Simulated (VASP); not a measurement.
# Si (I4_1/amd) in VASP: a series of runs

Si is run at these levels: LDA; tasks: single point.

All numbers are computed with VASP 6.6.1; they aren't measurements. Logs are shortened: lines on timing, memory, paths and dates and some standing lists are left out, and cuts for length are marked.

### Step 1. The cell of the first run

It takes space group I4_1/amd (No. 141, tetragonal). The conventional cell has a = 5.122 Å, b = 5.122 Å, c = 2.765 Å, α = 90.00°, β = 90.00°, γ = 90.00°. Within 3.5 Å of Si (site symmetry -4m2) lie 10 Si at 2.65 to 3.30 Å.

### Step 2. Single point, LDA (strain +0.080 along x and y, +0.040 along z)

Input file INCAR:

```
SYSTEM = Si
  PREC = Accurate
  ENCUT = 520
  EDIFF = 1E-6
  ISMEAR = 0
  SIGMA = 0.15
  LREAL = .FALSE.
  LASPH = .TRUE.
  NELM = 60
  ALGO = Normal
  ISIF = 2
  LWAVE = .FALSE.
  LCHARG = .FALSE.
  GGA = CA
  NBANDS = 11
```

Input file KPOINTS:

```
Automatic mesh
0
G
  20 20 20
  0 0 0
```

Input file POSCAR:

```
Si
1.0
   -2.5610820889      2.5610820889      1.3824360055
    2.5610820889     -2.5610820889      1.3824360055
    2.5610820889      2.5610820889     -1.3824360055
Si
2
Direct
    0.2500000000      0.7500000000      0.5000000000
    0.5000000000      0.5000000000      0.0000000000
```

Potentials or basis: VASP PAW LDA potentials, release 64 (Si).

Command:

```console
$ cat potpaw_LDA.64/Si/POTCAR > POTCAR
$ mpirun -np 1 vasp_std > vasp.out
```

OUTCAR:

```text
SYSTEM = Si
   PREC = Accurate
   ENCUT = 520
   EDIFF = 1E-6
   ISMEAR = 0
   LREAL = .FALSE.
   LASPH = .TRUE.
   NELM = 60
   ISIF = 2
   GGA = CA

 ion  position               nearest neighbor table
   1  0.250  0.750  0.500-   2 2.65   2 2.65   2 2.65   2 2.65
   2  0.500  0.500  0.000-   1 2.65   1 2.65   1 2.65   1 2.65

  LATTYP: Found a body centered tetragonal cell.
 ALAT       =     5.1221641778
 C/A-ratio  =     0.5397859020

  Lattice vectors:

 A1 = (  -2.5610820889,   2.5610820889,   1.3824360055)
 A2 = (   2.5610820889,  -2.5610820889,   1.3824360055)
 A3 = (   2.5610820889,   2.5610820889,  -1.3824360055)

Analysis of symmetry for initial positions (statically):
=====================================================================
 Subroutine PRICEL returns:
 Original cell was already a primitive cell.

 Routine SETGRP: Setting up the symmetry group for a
 body centered tetragonal supercell.

 Subroutine GETGRP returns: Found 16 space group operations
 (whereof  8 operations were pure point group operations)
 out of a pool of 16 trial point group operations.

The static configuration has the point symmetry D_2d.
 The point group associated with its full space group is D_4h.

Analysis of symmetry for dynamics (positions and initial velocities):
=====================================================================
 Subroutine PRICEL returns:
 Original cell was already a primitive cell.

 Routine SETGRP: Setting up the symmetry group for a
 body centered tetragonal supercell.

 Subroutine GETGRP returns: Found 16 space group operations
 (whereof  8 operations were pure point group operations)
 out of a pool of 16 trial point group operations.

The dynamic configuration has the point symmetry D_2d.
 The point group associated with its full space group is D_4h.

 Subroutine INISYM returns: Found 16 space group operations
 (whereof  8 operations are pure point group operations),
 and found     1 'primitive' translations

----------------------------------------------------------------------------------------

                                     Primitive cell

  volume of cell :      36.2704

  direct lattice vectors                    reciprocal lattice vectors
    -2.561082089  2.561082089  1.382436006     0.000000000  0.195229978  0.361680395
     2.561082089 -2.561082089  1.382436006     0.195229978  0.000000000  0.361680395
     2.561082089  2.561082089 -1.382436006     0.195229978  0.195229978  0.000000000

  length of vectors
     3.876778591  3.876778591  3.876778591     0.411007849  0.411007849  0.276096883

  position of ions in fractional coordinates (direct lattice)
     0.250000000  0.750000000  0.500000000
     0.500000000  0.500000000  0.000000000

  ion indices of the primitive-cell ions
   primitive index   ion index
                 1           1
                 2           2

----------------------------------------------------------------------------------------

 KPOINTS: Automatic mesh

Automatic generation of k-mesh.
 Grid dimensions read from file:
 generate k-points for:   20   20   20

 Generating k-lattice:

  Cartesian coordinates                     Fractional coordinates (reciprocal lattice)
     0.000000000  0.009761499  0.018084020     0.050000000  0.000000000 -0.000000000
     0.009761499  0.000000000  0.018084020     0.000000000  0.050000000 -0.000000000
     0.009761499  0.009761499  0.000000000     0.000000000  0.000000000  0.050000000

  Length of vectors
     0.020550392  0.020550392  0.013804844

  Shift w.r.t. Gamma in fractional coordinates (k-lattice)
     0.000000000  0.000000000  0.000000000

 Subroutine IBZKPT returns following result:
 ===========================================

 Found    641 irreducible k-points:

 Following reciprocal coordinates:
            Coordinates               Weight
  0.000000  0.000000  0.000000      1.000000
  0.050000 -0.000000  0.000000      8.000000
  0.100000 -0.000000  0.000000      8.000000
  0.150000  0.000000  0.000000      8.000000
  0.200000 -0.000000  0.000000      8.000000
  0.250000  0.000000  0.000000      8.000000
[... 16 lines left out ...]
 -0.400000  0.050000 -0.000000     16.000000
 -0.350000  0.050000  0.000000     16.000000
 [... further k-points ...]
   k-points           NKPTS =    641   k-points in BZ     NKDIM =    641   number of bands    NBANDS=     11
   number of dos      NEDOS =    301   number of ions     NIONS =      2
   total plane-waves  NPLWV =  27000
   dimension x,y,z NGX =    30 NGY =   30 NGZ =   30
   dimension x,y,z NGXF=    60 NGYF=   60 NGZF=   60
   ions per type =               2
   NGX,Y,Z   is equivalent  to a cutoff of  12.86, 12.86, 12.86 a.u.
   NGXF,Y,Z  is equivalent  to a cutoff of  25.73, 25.73, 25.73 a.u.
 SYSTEM =  Si
   PREC   = accura    normal or accurate (medium, high low for compatibility)
   ISTART =      0    job   : 0-new  1-cont  2-samecut
   ICHARG =      2    charge: 1-file 2-atom 10-const
   ISPIN  =      1    spin polarized calculation?
   LNONCOLLINEAR =      F non collinear calculations
   LSORBIT =      F    spin-orbit coupling
   LASPH  =      T    aspherical Exc in radial PAW
   ENCUT  =  520.0 eV  38.22 Ry    6.18 a.u.   7.21  7.21  7.21*2*pi/ulx,y,z
   NELM   =     60;   NELMIN=  2; NELMDL= -5     # of ELM steps
   EDIFF  = 0.1E-05   stopping-criterion for ELM
   LREAL  =      F    real-space projection
   EDIFFG = 0.1E-04   stopping-criterion for IOM
   NSW    =      0    number of steps for IOM
   IBRION =     -1    ionic relax: 0-MD 1-quasi-New 2-CG
   NFREE  =      0    steps in history (QN), initial steepest desc. (CG)
   ISIF   =      2    stress and relaxation
   ISYM   =      2    0-nonsym 1-usesym 2-fastsym
   POTIM  = 0.5000    time-step for ionic-motion
   TEBEG  =    0.0;   TEEND  =   0.0 temperature during run
   PSTRESS=    0.0 pullay stress
   NELECT =       8.0000    total number of electrons
   NUPDOWN=      -1.0000    fix difference up-down
   EMIN   =  10.00;   EMAX   =-10.00  energy-range for DOS
   EFERMI =   0.00;   METHOD = LEGACY
   ISMEAR =     0;   SIGMA  =   0.15  broadening in eV -4-tet -1-fermi 0-gaus
   EFERMI_NEDOS =   21; number of points for ismear=-14 and -15
   IALGO  =     38    algorithm
   IMIX   =      4    mixing-type and parameters
     AMIX     =   0.40;   BMIX     =  1.00
     AMIX_MAG =   1.60;   BMIX_MAG =  1.00
  volume/ion in A,a.u.               =      18.14       122.38
  Fermi-wavevector in a.u.,A,eV,Ry     =   0.989132  1.869188 13.311691  0.978382
  Thomas-Fermi vector in A             =   2.120708
   LORBIT       =      0    0 simple, 1 ext, 2 COOP (PROOUT), +10 PAW based schemes
   GGA     = CA    functional components
   LHFCALC =     F    Hartree Fock is set to
   AEXX    =    0.0000 exact exchange contribution
   IVDW    =     0    specifies the selected vdW correction
   LEPSILON=     F    determine dielectric tensor
   LRPA    =     F    only Hartree local field effects (RPA)
 non-spin polarized calculation
 Gauss-broadening in eV      SIGMA  =   0.15
  energy-cutoff  :      520.00
  volume of cell :       36.27
 maximum number of plane-waves:       997
 NGX is ok and might be reduce to    30
   NGX = 15   NGY = 15   NGZ = 15

 number of electron       7.9999999 magnetization

 Free energy of the ion-electron system (eV)
  ---------------------------------------------------
  ext. energy  EPLUGINS =         0.00000000
  ---------------------------------------------------
  free energy    TOTEN  =       -11.13014148 eV

  energy without entropy =      -11.12031772  energy(sigma->0) =      -11.12522960

 E-fermi :   7.0192     XC(G=0): -10.3118

 val. band max:        7.0180841494   @ k =  -0.3000   0.2000   0.0500
 cond. band min:       7.0234308220   @ k =  -0.4000   0.1500  -0.0000
 fundamental gap:      0.0053466726
 Fermi energy:         7.0191705398

 k-point     1 :       0.0000    0.0000    0.0000
  band No.  band energies     occupation
      1      -5.2381      2.00000
      2       4.0686      2.00000
      3       4.8409      2.00000
      4       4.8409      2.00000
      5       9.2355      0.00000
      6      14.0846      0.00000
      7      14.3012      0.00000
      8      14.3012      0.00000
      9      15.0500      0.00000
     10      16.4331      0.00000
     11      16.7194      0.00000

 k-point     2 :       0.0500   -0.0000    0.0000
  band No.  band energies     occupation
      1      -5.1780      2.00000
      2       3.8671      2.00000
      3       4.8283      2.00000
      4       5.1488      2.00000
      5       9.3593      0.00000
      6      13.4616      0.00000
      7      14.2831      0.00000
      8      14.2853      0.00000
      9      14.4319      0.00000
     10      16.2494      0.00000
     11      17.3628      0.00000

 k-point     3 :       0.1000   -0.0000    0.0000
  band No.  band energies     occupation
      1      -4.9980      2.00000
      2       3.5766      2.00000
      3       4.8018      2.00000
      4       5.7554      2.00000
      5       9.7169      0.00000
      6      12.4590      0.00000
      7      13.0104      0.00000
      8      13.9175      0.00000
      9      14.1829      0.00000
     10      16.1515      0.00000
     11      17.9331      0.00000

 k-point     4 :       0.1500    0.0000    0.0000
  band No.  band energies     occupation
      1      -4.6986      2.00000
      2       3.3598      2.00000
      3       4.7869      2.00000
      4       6.4855      2.00000
      5      10.2709      0.00000
      6      11.1675      0.00000
      7      11.7084      0.00000
      8      13.2088      0.00000
      9      13.8599      0.00000
     10      15.7679      0.00000
     11      17.0788      0.00000
[... 239 lines left out ...]
 k-point    22 :      -0.4500    0.0500    0.0000
  band No.  band energies     occupation
      1      -1.2556      2.00000
      2       2.6390      2.00000
      3       4.0553      2.00000
      4       5.4058      2.00000
      5       6.6770      1.99874
      6       9.6302      0.00000
      7      10.5104      0.00000
      8      11.7815      0.00000
      9      14.2637      0.00000
     10      16.5261      0.00000
     11      18.1433      0.00000

 k-point    23 :      -0.4000    0.0500   -0.0000
  band No.  band energies     occupation
      1      -2.1321      2.00000
      2       2.9313      2.00000
      3       4.7004      2.00000
      4       5.1989      2.00000
      5       7.4770      0.00002
      6      10.3140      0.00000
      7      10.7135      0.00000
      8      11.0680      0.00000
      9      14.1233      0.00000
     10      15.2717      0.00000
     11      17.6873      0.00000

 k-point    24 :      -0.3500    0.0500    0.0000
  band No.  band energies     occupation
      1      -2.9136      2.00000
      2       2.8214      2.00000
      3       4.8907      2.00000
      4       6.0785      2.00000
      5       8.3789      0.00000
      6      10.0607      0.00000
      7      10.9866      0.00000
      8      11.2174      0.00000
      9      13.9899      0.00000
     10      14.4909      0.00000
     11      17.1570      0.00000

 [... further k-points ...]
[... 5 lines left out ...]
  --------------------------------------------------------------------------------------
  -------------------------------------------------------------------------------------
  Total       -3.5188871     -3.5188871     -3.0475794      0.0000000      0.0000000      0.0000000
  in kB     -155.4403927   -155.4403927   -134.6212389      0.0000000      0.0000000      0.0000000
  external PRESSURE =    -148.5006748 kB  Pullay stress =       0.0000000 kB

 VOLUME and BASIS-vectors are now :
 -----------------------------------------------------------------------------
  energy-cutoff  :      520.00
  volume of cell :       36.27
      direct lattice vectors                 reciprocal lattice vectors
    -2.561082089  2.561082089  1.382436006     0.000000000  0.195229978  0.361680395
     2.561082089 -2.561082089  1.382436006     0.195229978  0.000000000  0.361680395
     2.561082089  2.561082089 -1.382436006     0.195229978  0.195229978  0.000000000

 POSITION                                       TOTAL-FORCE (eV/Angst)
 -----------------------------------------------------------------------------------
      2.56108      0.00000      0.69122        -0.000000      0.000000      0.000000
      0.00000      0.00000      1.38244         0.000000     -0.000000     -0.000000
 -----------------------------------------------------------------------------------
    total drift:                                0.000000     -0.000000      0.000000

  FREE ENERGIE OF THE ION-ELECTRON SYSTEM (eV)
  ---------------------------------------------------
  free  energy   TOTEN  =       -11.1301414770 eV

  energy  without entropy=      -11.1203177201  energy(sigma->0) =      -11.12522960
```

Run time: 3.1 min. Hardware: 1 thread of Intel Xeon Platinum 8259CL at 2.50GHz (Skylake/Cascade Lake), shared host; peak memory 0.3 GiB.

What came out:

```yaml
Free_energy: -11.1301 eV
Pressure: -14.9 GPa
Band_gap_on_the_k_mesh: zero (band 4 reaches 8.66 eV, above the bottom of band 5 at 3.67 eV)
```

Caveat: the cell differs from its parent crystal (strain +0.080 along x and y, +0.040 along z).

### Step 3. Single point, LDA (strain -0.040 along x and y, +0.080 along z)

Input file INCAR:

```
SYSTEM = Si
PREC = Accurate
ENCUT = 520
EDIFF = 1E-6
ISMEAR = 0
SIGMA = 0.15
LREAL = .FALSE.
LASPH = .TRUE.
NELM = 60
ALGO = Normal
ISIF = 2
LWAVE = .FALSE.
LCHARG = .FALSE.
NBANDS = 11
```

Input file KPOINTS:

```
regular mesh
0
G
  20 20 20
  0 0 0
```

Input file POSCAR:

```
Si
1.0
   -2.2765174123      2.2765174123      1.4356066211
    2.2765174123     -2.2765174123      1.4356066211
    2.2765174123      2.2765174123     -1.4356066211
Si
2
Direct
    0.2500000000      0.7500000000      0.5000000000
    0.5000000000      0.5000000000      0.0000000000
```

Potentials or basis: VASP PAW LDA potentials, release 64 (Si).

Command:

```console
$ cat potpaw_LDA.64/Si/POTCAR > POTCAR
$ mpirun -np 1 vasp_std > vasp.out
```

Wall time 64 s (1 thread of Intel Xeon 6975P-C (Granite Rapids), shared host); peak memory 0.26 GiB.

Results (log left out):

```
Free energy            : -11.4042 eV
Pressure               : 3.5 GPa
Band gap on the k mesh : zero (band 4 reaches 12.59 eV, above the bottom of band 5 at 5.10 eV)
```

Stress tensor (GPa, compression positive):
```
 7.41  0.00  0.00
 0.00  7.41  0.00
 0.00  0.00 -4.43
```

Levels at points of the mesh, in eV from the Fermi level:
```tsv
k point	band 2	band 3	band 4	band 5	band 6	band 7
(0.00, 0.00, 0.00)	-1.78	-1.78	0.01	2.03	6.10	6.94
(0.50, 0.00, 0.00)	-7.28	-2.37	-1.67	-1.40	0.96	4.97
(0.50, 0.50, 0.00)	-10.46	1.00	1.00	4.16	4.16	6.08
(0.50, 0.50, 0.50)	-7.54	-6.65	-6.65	3.04	3.04	13.54
```

Caveat: the cell differs from its parent crystal (strain -0.040 along x and y, +0.080 along z).

[end of part 1 of 2]
